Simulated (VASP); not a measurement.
# HC16 (a cell with a defect) in VASP: further runs

HC16 (a cell with a defect) is run at these levels: PBE+D3(BJ); tasks: single point.

Everything below comes from runs of VASP 6.6.1. Logs are shortened: lines on timing, memory, paths and dates and some standing lists are left out, and cuts for length are marked.

## Step 1: The cell of the first run

The cell holds a defect, 17 atoms: a = 5.049 Å, b = 5.049 Å, c = 5.049 Å, α = 60.00°, β = 60.00°, γ = 60.00°.

## Step 2: Single point, PBE+D3(BJ)

The input, INCAR:

```
SYSTEM = HC16
PREC     = Accurate       ! precision mode
ENCUT    = 520            ! plane-wave cutoff, eV
EDIFF    = 1E-7           ! SCF threshold, eV
ISMEAR   = 0              ! smearing method
SIGMA    = 0.05           ! smearing width, eV
LREAL    = Auto         
LASPH    = .TRUE.         ! aspherical terms in the spheres
NELM     = 100            ! most SCF steps
ALGO     = Normal         ! electronic algorithm
ISIF     = 2              ! what is computed and relaxed
LWAVE    = .FALSE.        ! write WAVECAR
LCHARG   = .TRUE.         ! write CHGCAR
GGA      = PE             ! functional
IVDW     = 12             ! dispersion correction
LELF     = .TRUE.         ! ELF
LVHAR    = .TRUE.       
NELECT   = 64.0         
NBANDS   = 46             ! bands
```

The input, KPOINTS:

```
Automatic mesh
0
G
  3 3 3
  0 0 0
```

The input, POSCAR:

```
HC16
1.0
    0.0000000000      3.5700000000      3.5700000000
    3.5700000000      0.0000000000      3.5700000000
    3.5700000000      3.5700000000      0.0000000000
C H
16 1
Direct
   -0.0010107843      0.0028219888     -0.0061007003
    0.1325037815      0.1196578431      0.1205455182
    0.0034078431      0.0001179272      0.4947341737
    0.1258204482      0.1254789916      0.6200215686
    0.0330591036      0.4903016807     -0.0150154062
    0.1171756303      0.6299719888      0.1243392157
   -0.0008551821      0.4993585434      0.4971456583
    0.1328887955      0.6259190476      0.6139450980
    0.5035341737      0.0014487395     -0.0082134454
    0.6231929972      0.1250378151      0.1218882353
    0.4998084034      0.0005344538      0.4951221289
    0.6292351541      0.1225642857      0.6172838936
    0.4859099440      0.5011368347     -0.0042796919
    0.5947047619      0.6387207283      0.1332078431
    0.5038338936      0.4970151261      0.4958918768
    0.6232558824      0.6273063025      0.6194746499
    0.8065722689      0.4834042017      0.9727885154
```

Potentials or basis: VASP PAW PBE potentials, release 64 (C, H).

Started as:

```bash
$ cat potpaw_PBE.64/C/POTCAR potpaw_PBE.64/H/POTCAR > POTCAR
$ mpirun -np 1 vasp_std > vasp.out
```

OUTCAR:

```text
SYSTEM = HC16
   PREC = Accurate
   ENCUT = 520
   EDIFF = 1E-7
   ISMEAR = 0
   LREAL = Auto
   LASPH = .TRUE.
   NELM = 100
   ISIF = 2
   GGA = PE
   IVDW = 12
   NELECT = 64.0
 IVDW          = 12

 ion  position               nearest neighbor table
   1  0.999  0.003  0.994-   6 1.54   4 1.54  10 1.55   2 1.55
   2  0.133  0.120  0.121-   9 1.53   5 1.53   3 1.54   1 1.55
   3  0.003  0.000  0.495-   4 1.54  12 1.54   2 1.54   8 1.54
   4  0.126  0.125  0.620-   3 1.54   1 1.54   7 1.54  11 1.54
   5  0.033  0.490  0.985-  17 1.19   6 1.51   2 1.53   8 1.53  14 1.81
   6  0.117  0.630  0.124-   5 1.51  13 1.52   7 1.54   1 1.54
   7  0.999  0.499  0.497-   6 1.54   4 1.54  16 1.55   8 1.56
   8  0.133  0.626  0.614-  15 1.53   5 1.53   3 1.54   7 1.56
   9  0.504  0.001  0.992-  14 1.50   2 1.53  10 1.54  12 1.54
  10  0.623  0.125  0.122-  11 1.54   9 1.54   1 1.55  13 1.55
  11  0.500  0.001  0.495-  16 1.54  10 1.54  12 1.54   4 1.54
  12  0.629  0.123  0.617-  11 1.54   3 1.54  15 1.54   9 1.54
  13  0.486  0.501  0.996-   6 1.52  10 1.55  16 1.55  14 1.58
  14  0.595  0.639  0.133-  17 1.16  15 1.50   9 1.50  13 1.58   5 1.81
  15  0.504  0.497  0.496-  14 1.50   8 1.53  16 1.54  12 1.54
  16  0.623  0.627  0.619-  11 1.54  15 1.54   7 1.55  13 1.55
  17  0.807  0.483  0.973-  14 1.16   5 1.19

  LATTYP: Found a face centered cubic cell.
 ALAT       =     7.1400000000

  Lattice vectors:

 A1 = (   0.0000000000,   3.5700000000,   3.5700000000)
 A2 = (   3.5700000000,   0.0000000000,   3.5700000000)
 A3 = (   3.5700000000,   3.5700000000,   0.0000000000)

Analysis of symmetry for initial positions (statically):
=====================================================================
 Subroutine PRICEL returns:
 Original cell was already a primitive cell.

 Routine SETGRP: Setting up the symmetry group for a
 face centered cubic supercell.

 Subroutine GETGRP returns: Found  1 space group operations
 (whereof  1 operations were pure point group operations)
 out of a pool of 48 trial point group operations.

The static configuration has the point symmetry C_1 .

Analysis of symmetry for dynamics (positions and initial velocities):
=====================================================================
 Subroutine PRICEL returns:
 Original cell was already a primitive cell.

 Routine SETGRP: Setting up the symmetry group for a
 face centered cubic supercell.

 Subroutine GETGRP returns: Found  1 space group operations
 (whereof  1 operations were pure point group operations)
 out of a pool of 48 trial point group operations.

The dynamic configuration has the point symmetry C_1 .

 Subroutine INISYM returns: Found  1 space group operations
 (whereof  1 operations are pure point group operations),
 and found     1 'primitive' translations

----------------------------------------------------------------------------------------

                                     Primitive cell

  volume of cell :      90.9986

  direct lattice vectors                    reciprocal lattice vectors
     0.000000000  3.570000000  3.570000000    -0.140056022  0.140056022  0.140056022
     3.570000000  0.000000000  3.570000000     0.140056022 -0.140056022  0.140056022
     3.570000000  3.570000000  0.000000000     0.140056022  0.140056022 -0.140056022

  length of vectors
     5.048742418  5.048742418  5.048742418     0.242584147  0.242584147  0.242584147

  position of ions in fractional coordinates (direct lattice)
     0.998989216  0.002821989  0.993899300
     0.132503781  0.119657843  0.120545518
     0.003407843  0.000117927  0.494734174
     0.125820448  0.125478992  0.620021569
     0.033059104  0.490301681  0.984984594
     0.117175630  0.629971989  0.124339216
[... 9 lines left out ...]
     0.623255882  0.627306303  0.619474650
     0.806572269  0.483404202  0.972788515

  ion indices of the primitive-cell ions
   primitive index   ion index
                 1           1
                 2           2
                 3           3
                 4           4
                 5           5
                 6           6
[... 9 lines left out ...]
                16          16
                17          17

----------------------------------------------------------------------------------------

 KPOINTS: Automatic mesh

Automatic generation of k-mesh.
 Grid dimensions read from file:
 generate k-points for:    3    3    3

 Generating k-lattice:

  Cartesian coordinates                     Fractional coordinates (reciprocal lattice)
    -0.046685341  0.046685341  0.046685341     0.333333333  0.000000000  0.000000000
     0.046685341 -0.046685341  0.046685341     0.000000000  0.333333333  0.000000000
     0.046685341  0.046685341 -0.046685341     0.000000000  0.000000000  0.333333333

  Length of vectors
     0.080861382  0.080861382  0.080861382

  Shift w.r.t. Gamma in fractional coordinates (k-lattice)
     0.000000000  0.000000000  0.000000000

 Subroutine IBZKPT returns following result:
 ===========================================

 Found     14 irreducible k-points:

 Following reciprocal coordinates:
            Coordinates               Weight
  0.000000  0.000000  0.000000      1.000000
  0.333333  0.000000  0.000000      2.000000
  0.000000  0.333333  0.000000      2.000000
  0.000000  0.000000  0.333333      2.000000
  0.333333  0.333333  0.333333      2.000000
  0.333333  0.333333  0.000000      2.000000
  0.000000  0.333333  0.333333      2.000000
  0.333333  0.000000  0.333333      2.000000
 -0.333333  0.333333  0.000000      2.000000
  0.000000 -0.333333  0.333333      2.000000
  0.333333  0.000000 -0.333333      2.000000
  0.333333  0.333333 -0.333333      2.000000
 -0.333333  0.333333 -0.333333      2.000000
  0.333333 -0.333333 -0.333333      2.000000
   k-points           NKPTS =     14   k-points in BZ     NKDIM =     14   number of bands    NBANDS=     46
   number of dos      NEDOS =    301   number of ions     NIONS =     17
   total plane-waves  NPLWV =  64000
   dimension x,y,z NGX =    40 NGY =   40 NGZ =   40
   dimension x,y,z NGXF=    80 NGYF=   80 NGZF=   80
   ions per type =              16   1
   NGX,Y,Z   is equivalent  to a cutoff of  13.17, 13.17, 13.17 a.u.
   NGXF,Y,Z  is equivalent  to a cutoff of  26.34, 26.34, 26.34 a.u.
 SYSTEM =  HC16
   PREC   = accura    normal or accurate (medium, high low for compatibility)
   ISTART =      0    job   : 0-new  1-cont  2-samecut
   ICHARG =      2    charge: 1-file 2-atom 10-const
   ISPIN  =      1    spin polarized calculation?
   LNONCOLLINEAR =      F non collinear calculations
   LSORBIT =      F    spin-orbit coupling
   LASPH  =      T    aspherical Exc in radial PAW
   ENCUT  =  520.0 eV  38.22 Ry    6.18 a.u.   9.39  9.39  9.39*2*pi/ulx,y,z
   NELM   =    100;   NELMIN=  2; NELMDL= -5     # of ELM steps
   EDIFF  = 0.1E-06   stopping-criterion for ELM
   LREAL  =      T    real-space projection
   EDIFFG = 0.1E-05   stopping-criterion for IOM
   NSW    =      0    number of steps for IOM
   IBRION =     -1    ionic relax: 0-MD 1-quasi-New 2-CG
   NFREE  =      0    steps in history (QN), initial steepest desc. (CG)
   ISIF   =      2    stress and relaxation
   ISYM   =      2    0-nonsym 1-usesym 2-fastsym
   POTIM  = 0.5000    time-step for ionic-motion
   TEBEG  =    0.0;   TEEND  =   0.0 temperature during run
   PSTRESS=    0.0 pullay stress
   NELECT =      64.0000    total number of electrons
   NUPDOWN=      -1.0000    fix difference up-down
   EMIN   =  10.00;   EMAX   =-10.00  energy-range for DOS
   EFERMI =   0.00;   METHOD = LEGACY
   ISMEAR =     0;   SIGMA  =   0.05  broadening in eV -4-tet -1-fermi 0-gaus
   EFERMI_NEDOS =   21; number of points for ismear=-14 and -15
   IALGO  =     38    algorithm
   IMIX   =      4    mixing-type and parameters
     AMIX     =   0.40;   BMIX     =  1.00
     AMIX_MAG =   1.60;   BMIX_MAG =  1.00
  volume/ion in A,a.u.               =       5.35        36.12
  Fermi-wavevector in a.u.,A,eV,Ry     =   1.455872  2.751200 28.838420  2.119564
  Thomas-Fermi vector in A             =   2.572856
   LORBIT       =      0    0 simple, 1 ext, 2 COOP (PROOUT), +10 PAW based schemes
   GGA     = PE    functional components
   LHFCALC =     F    Hartree Fock is set to
   AEXX    =    0.0000 exact exchange contribution
   IVDW    =    12    specifies the selected vdW correction
   LEPSILON=     F    determine dielectric tensor
   LRPA    =     F    only Hartree local field effects (RPA)
 non-spin polarized calculation
 Gauss-broadening in eV      SIGMA  =   0.05
  energy-cutoff  :      520.00
  volume of cell :       91.00
 maximum number of plane-waves:      2453
 NGX is ok and might be reduce to    40
   NGX = 19   NGY = 19   NGZ = 19

 number of electron      64.0000000 magnetization

 Free energy of the ion-electron system (eV)
  ---------------------------------------------------
  ext. energy  EPLUGINS =         0.00000000
  ---------------------------------------------------
  free energy    TOTEN  =      -155.21325353 eV

  energy without entropy =     -155.21325353  energy(sigma->0) =     -155.21325353

 E-fermi :  10.1800     XC(G=0): -13.2407

 val. band max:        9.9017417901   @ k =   0.0000   0.0000   0.0000
 cond. band min:      12.3590742579   @ k =   0.0000   0.0000   0.0000
 fundamental gap:      2.4573324677
 Fermi energy:        10.1800488510

 k-point     1 :       0.0000    0.0000    0.0000
  band No.  band energies     occupation
      1     -11.9920      2.00000
      2      -6.9551      2.00000
      3      -6.0196      2.00000
      4      -5.9456      2.00000
      5      -5.8824      2.00000
      6      -4.7794      2.00000
[... 36 lines left out ...]
     43      17.7957      0.00000
     44      17.9975      0.00000

 k-point     2 :       0.3333    0.0000    0.0000
  band No.  band energies     occupation
      1     -11.2457      2.00000
      2      -9.0145      2.00000
      3      -6.8948      2.00000
      4      -6.0107      2.00000
      5      -5.9120      2.00000
      6      -5.1859      2.00000
[... 36 lines left out ...]
     43      17.5761      0.00000
     44      18.0743      0.00000

 k-point     3 :       0.0000    0.3333    0.0000
  band No.  band energies     occupation
      1     -11.2924      2.00000
      2      -8.9102      2.00000
      3      -6.6378      2.00000
      4      -6.1608      2.00000
      5      -5.9552      2.00000
      6      -5.2685      2.00000
[... 36 lines left out ...]
     43      17.8540      0.00000
     44      17.9558      0.00000

 k-point     4 :       0.0000    0.0000    0.3333
  band No.  band energies     occupation
      1     -11.2916      2.00000
      2      -8.9120      2.00000
      3      -6.6422      2.00000
      4      -6.1610      2.00000
      5      -5.9544      2.00000
      6      -5.2649      2.00000
[... 412 lines left out ...]
     43      19.1601      0.00000
     44      19.5140      0.00000

 k-point    13 :      -0.3333    0.3333   -0.3333
  band No.  band energies     occupation
      1     -10.3304      2.00000
      2      -9.0987      2.00000
      3      -8.9091      2.00000
      4      -7.0098      2.00000
      5      -6.7898      2.00000
      6      -4.5693      2.00000
[... 36 lines left out ...]
     43      19.1452      0.00000
     44      19.5152      0.00000

 k-point    14 :       0.3333   -0.3333   -0.3333
  band No.  band energies     occupation
      1     -10.2072      2.00000
      2      -9.3720      2.00000
      3      -8.8593      2.00000
      4      -6.9671      2.00000
      5      -6.6772      2.00000
      6      -4.6597      2.00000
[... 36 lines left out ...]
     43      19.2532      0.00000
     44      19.4861      0.00000
 [bands above 44 left out]

------------------------ aborting loop because EDIFF is reached ----------------------------------------

 Edisp (eV)   -3.23259

 E8    (eV) :    -0.9205

  FORCE on cell =-STRESS in cart. coord.  units (eV):
  Direction    XX          YY          ZZ          XY          YZ          ZX
  --------------------------------------------------------------------------------------
  -------------------------------------------------------------------------------------
  Total      -9.15963    -8.65139    -8.64275    -2.33132     2.93910    -2.37728
  in kB    -161.27018  -152.32178  -152.16966   -41.04660    51.74761   -41.85588
  external pressure =     -155.25 kB  Pullay stress =        0.00 kB

 VOLUME and BASIS-vectors are now :
 -----------------------------------------------------------------------------
  energy-cutoff  :      520.00
  volume of cell :       91.00
      direct lattice vectors                 reciprocal lattice vectors
     0.000000000  3.570000000  3.570000000    -0.140056022  0.140056022  0.140056022
     3.570000000  0.000000000  3.570000000     0.140056022 -0.140056022  0.140056022
     3.570000000  3.570000000  0.000000000     0.140056022  0.140056022 -0.140056022

 POSITION                                       TOTAL-FORCE (eV/Angst)
 -----------------------------------------------------------------------------------
      3.55829      7.11461      3.57647        -0.001035     -0.000387     -0.002670
      0.85753      0.90339      0.90022        -0.005708     -0.001040     -0.008280
      1.76662      1.77837      0.01259         0.006746      0.000268     -0.005079
      2.66144      2.66266      0.89714         0.003039      0.003592      0.001739
      5.26677      3.63442      1.86840         0.018376      0.007067      0.000279
      2.69289      0.86221      2.66732         0.004379     -0.001686     -0.002973
[... 9 lines left out ...]
      4.45101      4.43655      4.46451         0.002892      0.005437      0.003295
      5.19861      6.35232      4.60522        -0.014807     -0.015047     -0.005146
 -----------------------------------------------------------------------------------
    total drift:                                0.036689      0.037226     -0.002020

  FREE ENERGIE OF THE ION-ELECTRON SYSTEM (eV)
  ---------------------------------------------------
  free  energy   TOTEN  =      -158.4458401975 eV

  energy  without entropy=     -158.4458401975  energy(sigma->0) =     -158.44584020
```

It took 99 s on 1 thread of Intel Xeon 6975P-C (Granite Rapids), shared host; peak memory 0.25 GiB.

What came out:

```yaml
Free_energy: -158.4458 eV
Largest_force: 0.022 eV/Å
Dispersion_energy_per_atom: -0.190 eV
```

Forces in eV/Å, atoms in the order of the input:
```
C   -0.001  0.000 -0.003
C   -0.006 -0.001 -0.008
C    0.007  0.000 -0.005
C    0.003  0.004  0.002
C    0.018  0.007  0.000
C    0.004 -0.002 -0.003
C    0.003  0.001 -0.001
C   -0.011 -0.016  0.002
C   -0.001  0.003  0.008
C    0.006  0.004  0.007
C    0.002  0.005 -0.001
C   -0.002 -0.008  0.002
C   -0.009  0.006  0.002
C   -0.007 -0.003 -0.004
C    0.003  0.009  0.005
C    0.003  0.005  0.003
H   -0.015 -0.015 -0.005
```

Levels at points of the mesh, in eV from the Fermi level:
```
           k point  band 30  band 31  band 32  band 33  band 34  band 35
(0.00, 0.00, 0.00)    -0.53    -0.49    -0.28     2.18     3.06     3.95
```

Caveat: the k points lie up to 0.51 Å⁻¹ apart; the cell carries a net charge on a neutralising background, which shifts energy and pressure; the cell is charged against a uniform background, so pressure and absolute levels hang on convention.

## Step 3: Single point, PBE+D3(BJ)

The input, INCAR:

```
PREC = Accurate
ENCUT = 520
EDIFF = 1E-6
ISMEAR = 0
SIGMA = 0.05
LREAL = Auto
LASPH = T
NELM = 60
ALGO = Normal
ISIF = 2
LWAVE = F
LCHARG = F
GGA = PE
IVDW = 12
NELECT = 64.0
NBANDS = 46
```

The input, KPOINTS:

```
regular mesh
0
Gamma
  3 3 3
```

The input, POSCAR:

```
HC16
1.0
    0.0000000000      3.5700000000      3.5700000000
    3.5700000000      0.0000000000      3.5700000000
    3.5700000000      3.5700000000      0.0000000000
C H
16 1
Direct
   -0.0003928571     -0.0042598039     -0.0063329132
    0.1339647059      0.1083907563      0.1235235294
   -0.0000661064     -0.0009599440      0.4960591036
    0.1243901961      0.1243941176      0.6198868347
    0.0098044818      0.5123661064     -0.0171352941
    0.1212861345      0.6240373950      0.1249138655
   -0.0042378151      0.4984823529      0.4982394958
    0.1236350140      0.6263711485      0.6169736695
    0.5021592437      0.0048609244     -0.0112519608
    0.6223330532      0.1250529412      0.1205490196
    0.4978627451      0.0005910364      0.4945672269
    0.6241721289      0.1268732493      0.6162239496
    0.4929749300      0.5023343137     -0.0063208683
    0.6055777311      0.6366934174      0.1235712885
    0.4963004202      0.5026474790      0.4960802521
    0.6216691877      0.6271215686      0.6198938375
    0.8486540616      0.3517747899      1.1052988796
```

Potentials or basis: VASP PAW PBE potentials, release 64 (C, H).

Started as:

```bash
$ cat potpaw_PBE.64/C/POTCAR potpaw_PBE.64/H/POTCAR > POTCAR
$ mpirun -np 1 vasp_std > vasp.out
```

Wall time 94 s (1 thread of Intel Xeon 6975P-C (Granite Rapids), shared host); peak memory 0.25 GiB.

It converged, with:

```
Free energy                : -158.4182 eV
Largest force              : 0.031 eV/Å
Dispersion energy per atom : -0.190 eV
```

Forces in eV/Å, atoms in the order of the input:
```
C    0.000 -0.006 -0.005
C   -0.002 -0.010  0.008
C    0.010  0.004 -0.005
C    0.002  0.001  0.005
C   -0.004 -0.005  0.007
C    0.006  0.006  0.002
C    0.001 -0.001 -0.001
C   -0.005 -0.005  0.003
C   -0.002 -0.002  0.007
C    0.002  0.003  0.003
C   -0.001  0.001 -0.004
C   -0.003 -0.004  0.004
C   -0.007  0.004 -0.001
C   -0.009  0.001  0.006
C    0.001  0.009 -0.005
C    0.001 -0.003  0.003
H    0.013  0.008 -0.026
```

Levels at points of the mesh, in eV from the Fermi level:
```tsv
k point	band 28	band 29	band 30	band 31	band 32	band 33	band 34	band 35	band 36	band 37
(0.00, 0.00, 0.00)	-3.15	-2.97	-0.64	-0.53	-0.31	2.34	3.25	3.68	4.18	4.36
```

Caveat: the k points lie up to 0.51 Å⁻¹ apart; the cell carries a net charge on a neutralising background, which shifts energy and pressure; the cell is charged against a uniform background, so pressure and absolute levels hang on convention.
